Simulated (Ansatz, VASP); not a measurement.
**One calculation of C, two programs**

File INCAR:

```
PREC = Accurate
ENCUT = 520
EDIFF = 1E-6
ISMEAR = 0
SIGMA = 0.05
LREAL = F
LASPH = T
NELM = 60
ALGO = Normal
ISIF = 2
LWAVE = F
LCHARG = T
GGA = PE
LELF = T
LVHAR = T
NBANDS = 36
```

File KPOINTS:

```
Automatic mesh
0
Gamma
  12 12 2
```

File POSCAR:

```
C
1.0
    2.6529000000      0.0000000000      0.0000000000
   -1.3264500000      2.2974787937      0.0000000000
    0.0000000000      0.0000000000     11.9630000000
C
12
Direct
    0.0000000000      0.0000000000      0.1868593266
    0.0000000000      0.0000000000      0.6868593266
    0.0000000000      0.0000000000      0.3131406734
    0.0000000000      0.0000000000      0.8131406734
    0.3333333333      0.6666666667      0.5207665411
    0.6666666667      0.3333333333      0.0207665411
    0.3333333333      0.6666666667      0.9792334589
    0.6666666667      0.3333333333      0.4792334589
    0.3333333333      0.6666666667      0.6450950823
    0.6666666667      0.3333333333      0.1450950823
    0.3333333333      0.6666666667      0.8549049177
    0.6666666667      0.3333333333      0.3549049177
```

Input for Ansatz:

```yaml
crystal:
  lattice:
    - [2.6529, 0.0, 0.0]
    - [-1.32645, 2.2974787937, 0.0]
    - [0.0, 0.0, 11.963]
  atoms:
    - { symbol: C, position: [0.0, 0.0, 0.1868593266] }
    - { symbol: C, position: [0.0, 0.0, 0.6868593266] }
    - { symbol: C, position: [0.0, 0.0, 0.3131406734] }
    - { symbol: C, position: [0.0, 0.0, 0.8131406734] }
    - { symbol: C, position: [0.3333333333, 0.6666666667, 0.5207665411] }
    - { symbol: C, position: [0.6666666667, 0.3333333333, 0.0207665411] }
    - { symbol: C, position: [0.3333333333, 0.6666666667, 0.9792334589] }
    - { symbol: C, position: [0.6666666667, 0.3333333333, 0.4792334589] }
    - { symbol: C, position: [0.3333333333, 0.6666666667, 0.6450950823] }
    - { symbol: C, position: [0.6666666667, 0.3333333333, 0.1450950823] }
    - { symbol: C, position: [0.3333333333, 0.6666666667, 0.8549049177] }
    - { symbol: C, position: [0.6666666667, 0.3333333333, 0.3549049177] }
basis:
  ecutwfc: 520.0
kpoints:
  mp_grid: { grid: [12, 12, 2] }
hamiltonian:
  xc: pbe
  pseudopotentials: { kind: paw, azcp: { folder: soft_1 } }
scf:
  occupations: { method: gaussian, width: 0.05 }
output:
  forces: true
  stress: true
  eigenvalues: true
  write_density: true
  write_potential: true
  elf: true
  volumetric_format: npy
```

Alike in both runs: task single point; functional PBE; k mesh 12 × 12 × 2; occupations gaussian, width 0.05 eV; no spin polarisation.

```csv
,VASP,Ansatz
version,VASP 6.6.1,Ansatz 0.2.0
potentials or method,"VASP PAW PBE potentials, release 64 (C), cutoff 520 eV","scalar-relativistic, plane waves, PAW"
valence electrons in the cell,48,48
```

Ansatz gave:

```
gap on the k mesh at the Fermi level (eV)                     : 3.27
least direct gap on the mesh (eV)                             : 4.22
pressure (GPa)                                                : -20.2
traceless stress, the component that is largest in VASP (GPa) : 63.34
rms of the force components (eV/Å)                            : 0.210
```

Question: What did VASP give for the same quantities?

Answer: gap on the k mesh at the Fermi level (eV): 3.26; least direct gap on the mesh (eV): 4.21; pressure (GPa): -19.8; traceless stress, the component that is largest in VASP (GPa): 63.72; rms of the force components (eV/Å): 0.224.

Atom by atom the forces differ by 0.015 eV/Å (rms over components). With one functional, cell and mesh, what is left measures potentials, basis and numerics.
